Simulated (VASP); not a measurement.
# Al2Cu in VASP: notebook, part 2 of 2

VASP 6.6.1. Earlier steps stand in the parts before.

## Step 3: Relaxation of cell and atoms, PBEsol, target pressure 12 GPa, at which the enthalpy is minimised

This run uses another cell than the first one, of 14.21 Å³/atom.

File INCAR:

```
SYSTEM = Al2Cu
ALGO = Fast ; EDIFF = 1E-6
EDIFFG = -0.008 ; ENCUT = 600
GGA = PS ; IBRION = 2
ISIF = 3 ; ISMEAR = 0
LASPH = .True. ; LCHARG = .False.
LREAL = .False. ; LWAVE = .False.
NELM = 100 ; NSW = 70
PREC = Accurate ; PSTRESS = 120.0
SIGMA = 0.1
```

File KPOINTS:

```
k-points
0
Gamma
  14 14 14
  0 0 0
```

File POSCAR:

```
Al2Cu
1.0
   -1.9607333543      1.9607333543      2.7726557775
    1.9607333543     -1.9607333543      2.7726557775
    1.9607333543      1.9607333543     -2.7726557775
Al Cu
2 1
Direct
    0.7500000000      0.2500000000      0.5000000000
    0.2500000000      0.7500000000      0.5000000000
    0.5000000000      0.5000000000      0.0000000000
```

Potentials or basis: VASP PAW PBE potentials, release 64 (Al, Cu).

The run is started by

```
> cat potpaw_PBE.64/Al/POTCAR potpaw_PBE.64/Cu/POTCAR > POTCAR
> mpirun -np 1 vasp_std > vasp.out
```

Run time: 9.5 min. Hardware: 1 thread of Intel Xeon 8259CL, shared host; peak memory 0.32 GiB.

It converged, with:

* Free energy: -12.8703 eV
* Relaxed volume: 14.28 Å³/atom
* Relaxed cell: a = 3.928 Å, b = 3.928 Å, c = 3.928 Å, α = 120.00°, β = 120.00°, γ = 90.00°
* Space group after relaxing (to 0.1 Å): Fm-3m (No. 225)
* Energy change on relaxing (the run minimises the enthalpy): -5.4 meV/atom
* Ionic steps: 5
* Pressure after relaxing: 12.0 GPa
* Band gap on the k mesh: zero (an odd number of electrons rules out a gap without spin polarisation)

Step by step:
| step | energy change (eV) | largest force (eV/Å) | pressure (GPa) | volume (Å³) |
| --- | --- | --- | --- | --- |
| 1 | 0.0000 | 0.0000 | 12.96 | 42.64 |
| 2 | -0.0386 | 0.0000 | 10.50 | 43.16 |
| 3 | -0.0166 | 0.0000 | 11.91 | 42.85 |
| 4 | -0.0152 | 0.0000 | 12.25 | 42.84 |
| 5 | -0.0162 | 0.0000 | 11.97 | 42.85 |

Final structure:
```cif
data_structure
_symmetry_space_group_name_H-M 'P 1'
_symmetry_Int_Tables_number 1
_cell_length_a 3.9278
_cell_length_b 3.9278
_cell_length_c 3.9278
_cell_angle_alpha 119.998
_cell_angle_beta 119.998
_cell_angle_gamma 90.004
_cell_volume 42.85
loop_
_atom_site_label
_atom_site_type_symbol
_atom_site_fract_x
_atom_site_fract_y
_atom_site_fract_z
_atom_site_occupancy
Al1 Al 0.75000 0.25000 0.50000 1
Al2 Al 0.25000 0.75000 0.50000 1
Cu1 Cu 0.50000 0.50000 0.00000 1
```

Levels at points of the mesh, in eV from the Fermi level:
| k point | band 6 | band 7 | band 8 | band 9 | band 10 | band 11 | band 12 |
| --- | --- | --- | --- | --- | --- | --- | --- |
| (0.00, 0.00, 0.00) | -4.40 | 2.92 | 2.92 | 2.92 | 3.27 | 3.27 | 3.27 |
| (0.50, 0.00, 0.00) | -4.32 | -4.32 | 0.61 | 0.62 | 3.14 | 3.14 | 4.50 |
| (0.50, 0.50, 0.00) | -4.20 | -4.05 | -2.16 | -2.16 | 0.76 | 1.45 | 9.30 |
| (0.50, 0.50, 0.50) | -4.20 | -4.05 | -2.16 | -2.16 | 0.76 | 1.45 | 9.30 |

Caveat: the cell is relaxed towards a set pressure, so the run minimises the enthalpy, not the energy; the PAW data sets were made with another functional, which shifts forces and pressure a little.

## Step 4: Relaxation of cell and atoms, PBEsol, target pressure 4 GPa, at which the enthalpy is minimised

This run uses another cell than the first one, of 15.10 Å³/atom.

File INCAR:

```
PREC = Accurate ; ENCUT = 600
EDIFF = 1E-6 ; ISMEAR = 0
SIGMA = 0.1 ; LREAL = F
LASPH = T ; NELM = 100
ALGO = Fast ; ISIF = 3
LWAVE = F ; LCHARG = F
GGA = PS ; IBRION = 2
NSW = 70 ; EDIFFG = -0.008
PSTRESS = 40.0
```

File KPOINTS:

```
Automatic mesh
0
Gamma
  14 14 14
```

File POSCAR:

```
Al2Cu
1.0
   -2.0005188262      2.0005188262      2.8289160631
    2.0005188262     -2.0005188262      2.8289160631
    2.0005188262      2.0005188262     -2.8289160631
Al Cu
2 1
Direct
    0.7500000000      0.2500000000      0.5000000000
    0.2500000000      0.7500000000      0.5000000000
    0.5000000000      0.5000000000      0.0000000000
```

The run is started by

```
> cat potpaw_PBE.64/Al/POTCAR potpaw_PBE.64/Cu/POTCAR > POTCAR
> mpirun -np 1 vasp_std > vasp.out
```

Wall time 5 min (1 thread of Intel Xeon 8259CL, shared host); peak memory 0.33 GiB.

The run converged. Its results:

```yaml
Free_energy: -12.9941 eV
Relaxed_volume: 15.12 Å³/atom
Relaxed_cell: a = 4.003 Å, b = 4.003 Å, c = 4.003 Å, α = 120.00°, β = 120.00°, γ = 90.00°
Space_group_after_relaxing_to_0.1_Å: Fm-3m (No. 225)
Energy_change_on_relaxing_the_run_minimises_the_enthalpy: -0.8 meV/atom
Ionic_steps: 2
Pressure_after_relaxing: 4.0 GPa
Band_gap_on_the_k_mesh: zero (an odd number of electrons rules out a gap without spin polarisation)
```

The path:
| step | energy change (eV) | largest force (eV/Å) | pressure (GPa) | volume (Å³) |
| --- | --- | --- | --- | --- |
| 1 | 0.0000 | 0.0000 | 4.14 | 45.29 |
| 2 | -0.0023 | 0.0000 | 4.03 | 45.37 |

Final structure:
```
Al Cu
1.0
    -2.00179    2.00179    2.83083
     2.00179   -2.00179    2.83083
     2.00179    2.00179   -2.83083
Al Cu
2 1
Cartesian
  0.0000 2.0018 1.4154
  2.0018 0.0000 1.4154
  2.0018 2.0018 0.0000
```

Levels at points of the mesh, in eV from the Fermi level:
```tsv
k point	band 5	band 6	band 7	band 8	band 9	band 10	band 11	band 12
(0.00, 0.00, 0.00)	-4.18	-4.18	2.90	2.90	2.90	3.07	3.07	3.07
(0.50, 0.00, 0.00)	-4.13	-4.12	-4.12	0.61	0.61	3.02	3.02	4.09
(0.50, 0.50, 0.00)	-4.25	-4.01	-3.88	-2.07	-2.06	0.52	1.48	9.14
(0.50, 0.50, 0.50)	-4.25	-4.01	-3.88	-2.07	-2.07	0.52	1.48	9.14
```

Caveat: the cell is relaxed towards a set pressure, so the run minimises the enthalpy, not the energy; the PAW data sets were made with another functional, which shifts forces and pressure a little.

## Step 5: Relaxation of cell and atoms, PBEsol, target pressure 1 GPa, at which the enthalpy is minimised

This run uses another cell than the first one, of 15.50 Å³/atom.

File INCAR:

```
  ALGO = Fast
  EDIFF = 1E-6
  EDIFFG = -0.008
  ENCUT = 600
  GGA = PS
  IBRION = 2
  ISIF = 3
  ISMEAR = 0
  LASPH = T
  LCHARG = F
  LREAL = F
  LWAVE = F
  NELM = 60
  NSW = 70
  PREC = Accurate
  PSTRESS = 10.0
  SIGMA = 0.1
```

File KPOINTS:

```
k-points
0
Gamma
  14 14 14
```

File POSCAR:

```
Al2Cu
1.0
   -2.0180243585      2.0180243585      2.8536704822
    2.0180243585     -2.0180243585      2.8536704822
    2.0180243585      2.0180243585     -2.8536704822
Al Cu
2 1
Direct
    0.7500000000      0.2500000000      0.5000000000
    0.2500000000      0.7500000000      0.5000000000
    0.5000000000      0.5000000000      0.0000000000
```

The run is started by

```
> cat potpaw_PBE.64/Al/POTCAR potpaw_PBE.64/Cu/POTCAR > POTCAR
> mpirun -np 1 vasp_std > vasp.out
```

Wall time 7.4 min (1 thread of Intel Xeon 8259CL, shared host); peak memory 0.34 GiB.

The run converged. Its results:

```yaml
Free_energy: -13.0139 eV
Relaxed_volume: 15.54 Å³/atom
Relaxed_cell: a = 4.040 Å, b = 4.040 Å, c = 4.040 Å, α = 120.00°, β = 120.00°, γ = 90.00°
Space_group_after_relaxing_to_0.1_Å: Fm-3m (No. 225)
Energy_change_on_relaxing_the_run_minimises_the_enthalpy: -0.3 meV/atom
Ionic_steps: 3
Pressure_after_relaxing: 1.0 GPa
Band_gap_on_the_k_mesh: zero (an odd number of electrons rules out a gap without spin polarisation)
```

The path:
```csv
step,energy change (eV),largest force (eV/Å),pressure (GPa),volume (Å³)
1,0.0000,0.0000,1.35,46.49
2,-0.0015,0.0000,0.67,46.71
3,-0.0010,0.0000,1.01,46.63
```

Final structure:
```cif
data_structure
_symmetry_space_group_name_H-M 'P 1'
_symmetry_Int_Tables_number 1
_cell_length_a 4.0400
_cell_length_b 4.0400
_cell_length_c 4.0400
_cell_angle_alpha 119.998
_cell_angle_beta 119.998
_cell_angle_gamma 90.004
_cell_volume 46.63
loop_
_atom_site_label
_atom_site_type_symbol
_atom_site_fract_x
_atom_site_fract_y
_atom_site_fract_z
_atom_site_occupancy
Al1 Al 0.75000 0.25000 0.50000 1
Al2 Al 0.25000 0.75000 0.50000 1
Cu1 Cu 0.50000 0.50000 0.00000 1
```

Levels at points of the mesh, in eV from the Fermi level:
```csv
k point,band 6,band 7,band 8,band 9,band 10,band 11,band 12
"(0.00, 0.00, 0.00)",-4.09,2.90,2.90,2.90,2.98,2.98,2.98
"(0.50, 0.00, 0.00)",-4.03,-4.03,0.61,0.61,2.96,2.96,3.90
"(0.50, 0.50, 0.00)",-3.93,-3.80,-2.02,-2.02,0.41,1.49,9.06
"(0.50, 0.50, 0.50)",-3.93,-3.80,-2.02,-2.02,0.41,1.49,9.06
```

Caveat: the cell is relaxed towards a set pressure, so the run minimises the enthalpy, not the energy; the PAW data sets were made with another functional, which shifts forces and pressure a little.

## Step 6: The runs side by side

```tsv
cell	k mesh	gap on the mesh (eV)	pressure (GPa)
relaxed to 25 GPa from a = 3.822 Å, angles 120.0, 120.0, 90.0°, 3 atoms	16 × 16 × 16	none	25.0
relaxed to 12 GPa from a = 3.921 Å, angles 120.0, 120.0, 90.0°, 3 atoms	14 × 14 × 14	none	12.0
relaxed to 4 GPa from a = 4.001 Å, angles 120.0, 120.0, 90.0°, 3 atoms	14 × 14 × 14	none	4.0
relaxed to 1 GPa from a = 4.036 Å, angles 120.0, 120.0, 90.0°, 3 atoms	14 × 14 × 14	none	1.0
```

Alike in all rows: task relaxation of cell and atoms; level PBEsol; potentials or basis VASP PAW PBE potentials, release 64 (Al, Cu); no spin polarisation; cutoff (eV) 600; smearing gaussian 0.1 eV.

Caveats: the cell is relaxed towards a set pressure, so the run minimises the enthalpy, not the energy; the PAW data sets were made with another functional, which shifts forces and pressure a little.

Total energies depend on the potentials used, so only differences within one code and one set of settings carry meaning.
